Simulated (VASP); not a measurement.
# As (R-3m) in VASP: a series of runs

As is run at these levels: PBEsol; tasks: single point.

Program: VASP 6.6.1. These are calculated values, not measurements. Logs are shortened: lines on timing, memory, paths and dates and some standing lists are left out, and cuts for length are marked.

## Step 1: The cell of the first run

It takes space group R-3m (No. 166, trigonal). The conventional cell has a = 3.872 Å, b = 3.872 Å, c = 10.457 Å, α = 90.00°, β = 90.00°, γ = 120.00°. Within 3.4 Å of As (site symmetry 3m) lie 6 As at 2.57 to 3.15 Å.

## Step 2: Single point, PBEsol (strain +0.030 along x and y, +0.000 along z)

File INCAR:

```
ALGO = Normal
EDIFF = 1E-7
ENCUT = 520
GGA = PS
ISIF = 2
ISMEAR = 0
LASPH = T
LCHARG = T
LELF = T
LREAL = F
LVHAR = T
LWAVE = F
NBANDS = 12
NELM = 60
PREC = Accurate
SIGMA = 0.15
```

File KPOINTS:

```
k-points
0
Gamma
  18 18 18
```

File POSCAR:

```
As
1.0
    1.9361419412      1.1178320710      3.4857700000
   -1.9361419412      1.1178320710      3.4857700000
    0.0000000000     -2.2356641419      3.4857700000
As
2
Direct
    0.2275400000      0.2275400000      0.2275400000
    0.7724600000      0.7724600000      0.7724600000
```

Potentials or basis: VASP PAW PBE potentials, release 64 (As).

Launch:

```console
$ cat potpaw_PBE.64/As/POTCAR > POTCAR
$ mpirun -np 1 vasp_std > vasp.out
```

OUTCAR:

```text
EDIFF = 1E-7
   ENCUT = 520
   GGA = PS
   ISIF = 2
   ISMEAR = 0
   LASPH = T
   LREAL = F
   NELM = 60
   PREC = Accurate

 ion  position               nearest neighbor table
   1  0.228  0.228  0.228-   2 2.57   2 2.57   2 2.57
   2  0.772  0.772  0.772-   1 2.57   1 2.57   1 2.57

  LATTYP: Found a trigonal (rhomboedric) cell.
 ALAT       =     4.1411093500
 COS(alpha) =     0.5628092304

  Lattice vectors:

 A1 = (   1.9361419412,   1.1178320710,   3.4857700000)
 A2 = (  -1.9361419412,   1.1178320710,   3.4857700000)
 A3 = (   0.0000000000,  -2.2356641419,   3.4857700000)

Analysis of symmetry for initial positions (statically):
=====================================================================
 Subroutine PRICEL returns:
 Original cell was already a primitive cell.

 Routine SETGRP: Setting up the symmetry group for a
 trigonal (rhombohedral) supercell.

 Subroutine GETGRP returns: Found 12 space group operations
 (whereof 12 operations were pure point group operations)
 out of a pool of 12 trial point group operations.

The static configuration has the point symmetry D_3d.

Analysis of symmetry for dynamics (positions and initial velocities):
=====================================================================
 Subroutine PRICEL returns:
 Original cell was already a primitive cell.

 Routine SETGRP: Setting up the symmetry group for a
 trigonal (rhombohedral) supercell.

 Subroutine GETGRP returns: Found 12 space group operations
 (whereof 12 operations were pure point group operations)
 out of a pool of 12 trial point group operations.

The dynamic configuration has the point symmetry D_3d.

 Subroutine INISYM returns: Found 12 space group operations
 (whereof 12 operations are pure point group operations),
 and found     1 'primitive' translations

----------------------------------------------------------------------------------------

                                     Primitive cell

  volume of cell :      45.2651

  direct lattice vectors                    reciprocal lattice vectors
     1.936141941  1.117832071  3.485770000     0.258245529  0.149098126  0.095626887
    -1.936141941  1.117832071  3.485770000    -0.258245529  0.149098126  0.095626887
     0.000000000 -2.235664142  3.485770000     0.000000000 -0.298196251  0.095626887

  length of vectors
     4.141109350  4.141109350  4.141109350     0.313154125  0.313154125  0.313154125

  position of ions in fractional coordinates (direct lattice)
     0.227540000  0.227540000  0.227540000
     0.772460000  0.772460000  0.772460000

  ion indices of the primitive-cell ions
   primitive index   ion index
                 1           1
                 2           2

----------------------------------------------------------------------------------------

 KPOINTS: k-points

Automatic generation of k-mesh.
 Grid dimensions read from file:
 generate k-points for:   18   18   18

 Generating k-lattice:

  Cartesian coordinates                     Fractional coordinates (reciprocal lattice)
     0.014346974  0.008283229  0.005312605     0.055555556 -0.000000000  0.000000000
    -0.014346974  0.008283229  0.005312605    -0.000000000  0.055555556  0.000000000
     0.000000000 -0.016566458  0.005312605     0.000000000  0.000000000  0.055555556

  Length of vectors
     0.017397451  0.017397451  0.017397451

  Shift w.r.t. Gamma in fractional coordinates (k-lattice)
     0.000000000  0.000000000  0.000000000

 Subroutine IBZKPT returns following result:
 ===========================================

 Found    580 irreducible k-points:

 Following reciprocal coordinates:
            Coordinates               Weight
  0.000000  0.000000  0.000000      1.000000
  0.055556  0.000000 -0.000000      6.000000
  0.111111  0.000000 -0.000000      6.000000
  0.166667  0.000000  0.000000      6.000000
  0.222222  0.000000  0.000000      6.000000
  0.277778  0.000000 -0.000000      6.000000
[... 16 lines left out ...]
 -0.277778  0.055556  0.000000     12.000000
 -0.222222  0.055556  0.000000     12.000000
 [... further k-points ...]
   k-points           NKPTS =    580   k-points in BZ     NKDIM =    580   number of bands    NBANDS=     12
   number of dos      NEDOS =    301   number of ions     NIONS =      2
   total plane-waves  NPLWV =  32768
   dimension x,y,z NGX =    32 NGY =   32 NGZ =   32
   dimension x,y,z NGXF=    64 NGYF=   64 NGZF=   64
   ions per type =               2
   NGX,Y,Z   is equivalent  to a cutoff of  12.85, 12.85, 12.85 a.u.
   NGXF,Y,Z  is equivalent  to a cutoff of  25.69, 25.69, 25.69 a.u.
 SYSTEM =  unknown system
   PREC   = accura    normal or accurate (medium, high low for compatibility)
   ISTART =      0    job   : 0-new  1-cont  2-samecut
   ICHARG =      2    charge: 1-file 2-atom 10-const
   ISPIN  =      1    spin polarized calculation?
   LNONCOLLINEAR =      F non collinear calculations
   LSORBIT =      F    spin-orbit coupling
   LASPH  =      T    aspherical Exc in radial PAW
   ENCUT  =  520.0 eV  38.22 Ry    6.18 a.u.   7.70  7.70  7.70*2*pi/ulx,y,z
   NELM   =     60;   NELMIN=  2; NELMDL= -5     # of ELM steps
   EDIFF  = 0.1E-06   stopping-criterion for ELM
   LREAL  =      F    real-space projection
   EDIFFG = 0.1E-05   stopping-criterion for IOM
   NSW    =      0    number of steps for IOM
   IBRION =     -1    ionic relax: 0-MD 1-quasi-New 2-CG
   NFREE  =      0    steps in history (QN), initial steepest desc. (CG)
   ISIF   =      2    stress and relaxation
   ISYM   =      2    0-nonsym 1-usesym 2-fastsym
   POTIM  = 0.5000    time-step for ionic-motion
   TEBEG  =    0.0;   TEEND  =   0.0 temperature during run
   PSTRESS=    0.0 pullay stress
   NELECT =      10.0000    total number of electrons
   NUPDOWN=      -1.0000    fix difference up-down
   EMIN   =  10.00;   EMAX   =-10.00  energy-range for DOS
   EFERMI =   0.00;   METHOD = LEGACY
   ISMEAR =     0;   SIGMA  =   0.15  broadening in eV -4-tet -1-fermi 0-gaus
   EFERMI_NEDOS =   21; number of points for ismear=-14 and -15
   IALGO  =     38    algorithm
   IMIX   =      4    mixing-type and parameters
     AMIX     =   0.40;   BMIX     =  1.00
     AMIX_MAG =   1.60;   BMIX_MAG =  1.00
  volume/ion in A,a.u.               =      22.63       152.73
  Fermi-wavevector in a.u.,A,eV,Ry     =   0.989662  1.870190 13.325968  0.979431
  Thomas-Fermi vector in A             =   2.121277
   LORBIT       =      0    0 simple, 1 ext, 2 COOP (PROOUT), +10 PAW based schemes
   GGA     = PS    functional components
   LHFCALC =     F    Hartree Fock is set to
   AEXX    =    0.0000 exact exchange contribution
   IVDW    =     0    specifies the selected vdW correction
   LEPSILON=     F    determine dielectric tensor
   LRPA    =     F    only Hartree local field effects (RPA)
 non-spin polarized calculation
 Gauss-broadening in eV      SIGMA  =   0.15
  energy-cutoff  :      520.00
  volume of cell :       45.27
 maximum number of plane-waves:      1233
   NGX = 15   NGY = 15   NGZ = 15

 number of electron      10.0000000 magnetization

 Free energy of the ion-electron system (eV)
  ---------------------------------------------------
  ext. energy  EPLUGINS =         0.00000000
  ---------------------------------------------------
  free energy    TOTEN  =       -10.17145608 eV

  energy without entropy =      -10.16885965  energy(sigma->0) =      -10.17015786

 E-fermi :   4.7416     XC(G=0):  -9.9091

 val. band max:        4.7341454873   @ k =   0.3889   0.1667   0.1667
 cond. band min:       4.7550930229   @ k =   0.3889   0.2222   0.2222
 fundamental gap:      0.0209475356
 Fermi energy:         4.7416242489

 k-point     1 :       0.0000    0.0000    0.0000
  band No.  band energies     occupation
      1      -9.7704      2.00000
      2      -1.2154      2.00000
      3       2.6474      2.00000
      4       2.7825      2.00000
      5       2.7825      2.00000
      6       6.5063      0.00000
      7       7.6367      0.00000
      8       7.6367      0.00000
      9      11.3925      0.00000
     10      11.3925      0.00000
     11      11.8524      0.00000
     12      13.3391      0.00000

 k-point     2 :       0.0556    0.0000   -0.0000
  band No.  band energies     occupation
      1      -9.7317      2.00000
      2      -1.3558      2.00000
      3       2.6558      2.00000
      4       2.7588      2.00000
      5       2.7909      2.00000
      6       6.5619      0.00000
      7       7.5399      0.00000
      8       7.5959      0.00000
      9      11.1178      0.00000
     10      11.3348      0.00000
     11      11.6000      0.00000
     12      13.5935      0.00000

 k-point     3 :       0.1111    0.0000   -0.0000
  band No.  band energies     occupation
      1      -9.6157      2.00000
      2      -1.7450      2.00000
      3       2.5931      2.00000
      4       2.6931      2.00000
      5       2.9041      2.00000
      6       6.6357      0.00000
      7       7.3112      0.00000
      8       7.4633      0.00000
      9      10.6331      0.00000
     10      11.3173      0.00000
     11      11.3207      0.00000
     12      14.1862      0.00000
[... 286 lines left out ...]
 k-point    23 :      -0.2778    0.0556    0.0000
  band No.  band energies     occupation
      1      -8.6411      2.00000
      2      -4.0076      2.00000
      3       1.9529      2.00000
      4       2.6414      2.00000
      5       3.5054      2.00000
      6       5.5182      0.00000
      7       5.9809      0.00000
      8       7.0518      0.00000
      9      10.9427      0.00000
     10      11.9302      0.00000
     11      13.4037      0.00000
     12      16.4675      0.00000

 k-point    24 :      -0.2222    0.0556    0.0000
  band No.  band energies     occupation
      1      -9.0046      2.00000
      2      -3.2838      2.00000
      3       2.0642      2.00000
      4       2.6958      2.00000
      5       3.3186      2.00000
      6       5.9102      0.00000
      7       6.3620      0.00000
      8       7.2816      0.00000
      9      10.4868      0.00000
     10      11.4744      0.00000
     11      12.5943      0.00000
     12      15.5961      0.00000

 [... further k-points ...]

------------------------ aborting loop because EDIFF is reached ----------------------------------------

  FORCE on cell =-STRESS in cart. coord.  units (eV):
  Direction    XX          YY          ZZ          XY          YZ          ZX
  --------------------------------------------------------------------------------------
  -------------------------------------------------------------------------------------
  Total       -1.3352143     -1.3352143     -0.8119090     -0.0000000     -0.0000000      0.0000000
  in kB      -47.2604461    -47.2604461    -28.7378452     -0.0000000     -0.0000000      0.0000000
  external PRESSURE =     -41.0862458 kB  Pullay stress =       0.0000000 kB

 VOLUME and BASIS-vectors are now :
 -----------------------------------------------------------------------------
  energy-cutoff  :      520.00
  volume of cell :       45.27
      direct lattice vectors                 reciprocal lattice vectors
     1.936141941  1.117832071  3.485770000     0.258245529  0.149098126  0.095626887
    -1.936141941  1.117832071  3.485770000    -0.258245529  0.149098126  0.095626887
     0.000000000 -2.235664142  3.485770000     0.000000000 -0.298196251  0.095626887

 POSITION                                       TOTAL-FORCE (eV/Angst)
 -----------------------------------------------------------------------------------
      0.00000      0.00000      2.37946         0.000000     -0.000000     -0.062646
      0.00000      0.00000      8.07785         0.000000      0.000000      0.062646
 -----------------------------------------------------------------------------------
    total drift:                               -0.000000      0.000000     -0.000000

  FREE ENERGIE OF THE ION-ELECTRON SYSTEM (eV)
  ---------------------------------------------------
  free  energy   TOTEN  =       -10.1714560788 eV

  energy  without entropy=      -10.1688596492  energy(sigma->0) =      -10.17015786
```

Wall time 95 s (1 thread of Intel Xeon 6975P-C (Granite Rapids), shared host); peak memory 0.38 GiB.

Results:

```
Free energy            : -10.1715 eV
Pressure               : -4.1 GPa
Largest force          : 0.063 eV/Å
Band gap on the k mesh : zero (bands 5 and 6 overlap by 0.33 eV)
```

Forces in eV/Å, atoms in the order of the input:
```
As   0.000  0.000 -0.063
As   0.000  0.000  0.063
```

Levels at points of the mesh, in eV from the Fermi level:
```
           k point  band 2  band 3  band 4  band 5  band 6  band 7  band 8  band 9
(0.00, 0.00, 0.00)   -5.96   -2.09   -1.96   -1.96    1.76    2.90    2.90    6.65
(0.50, 0.00, 0.00)  -10.86   -2.56   -2.35   -0.37   -0.31    0.51    1.24    9.03
(0.50, 0.50, 0.00)   -9.48   -5.75   -3.95   -3.89    1.62    5.28    6.52    7.02
(0.50, 0.50, 0.50)   -9.78   -1.68   -1.68   -0.93    0.61    0.61    1.53    8.04
```

Caveat: the cell differs from its parent crystal (strain +0.030 along x and y, +0.000 along z); the cell stands under tension; the PAW data sets were made with another functional, which shifts forces and pressure a little.

## Step 3: Single point, PBEsol (strain +0.015 along x and y, +0.030 along z)

File INCAR:

```
ALGO = Normal
EDIFF = 1E-6
ENCUT = 520
GGA = PS
ISIF = 2
ISMEAR = 0
LASPH = True
LCHARG = False
LREAL = False
LWAVE = False
NBANDS = 12
NELM = 80
PREC = Accurate
SIGMA = 0.15
```

KPOINTS is that of step 2.

File POSCAR:

```
As
1.0
    1.9079456994      1.1015529631      3.5903431000
   -1.9079456994      1.1015529631      3.5903431000
    0.0000000000     -2.2031059263      3.5903431000
As
2
Direct
    0.2275400000      0.2275400000      0.2275400000
    0.7724600000      0.7724600000      0.7724600000
```

Potentials or basis: VASP PAW PBE potentials, release 64 (As).

Launch:

```console
$ cat potpaw_PBE.64/As/POTCAR > POTCAR
$ mpirun -np 1 vasp_std > vasp.out
```

Wall time 80 s (1 thread of Intel Xeon 6975P-C (Granite Rapids), shared host); peak memory 0.38 GiB.

The run converged. Its results:

- Free energy: -10.1772 eV
- Pressure: -3.5 GPa
- Largest force: 0.205 eV/Å
- Band gap on the k mesh: zero (bands 5 and 6 overlap by 0.53 eV)

Forces on the atoms (eV/Å):
```
As   0.000  0.000 -0.205
As   0.000  0.000  0.205
```

Stress tensor (GPa, compression positive):
```
-3.34  0.00  0.00
 0.00 -3.34  0.00
 0.00  0.00 -3.70
```

Levels at points of the mesh, in eV from the Fermi level:
| k point | band 2 | band 3 | band 4 | band 5 | band 6 | band 7 | band 8 | band 9 |
| --- | --- | --- | --- | --- | --- | --- | --- | --- |
| (0.00, 0.00, 0.00) | -6.16 | -2.53 | -1.89 | -1.89 | 1.67 | 2.78 | 2.78 | 6.77 |
| (0.50, 0.00, 0.00) | -10.91 | -2.74 | -2.65 | -0.50 | -0.40 | 0.20 | 1.25 | 8.65 |
| (0.50, 0.50, 0.00) | -9.62 | -5.84 | -4.10 | -3.89 | 1.56 | 5.05 | 6.43 | 6.71 |
| (0.50, 0.50, 0.50) | -9.93 | -1.61 | -1.61 | -0.70 | 0.74 | 0.74 | 1.58 | 7.78 |

Caveat: the cell differs from its parent crystal (strain +0.015 along x and y, +0.030 along z); the cell stands under tension; the PAW data sets were made with another functional, which shifts forces and pressure a little.

[end of part 1 of 2]
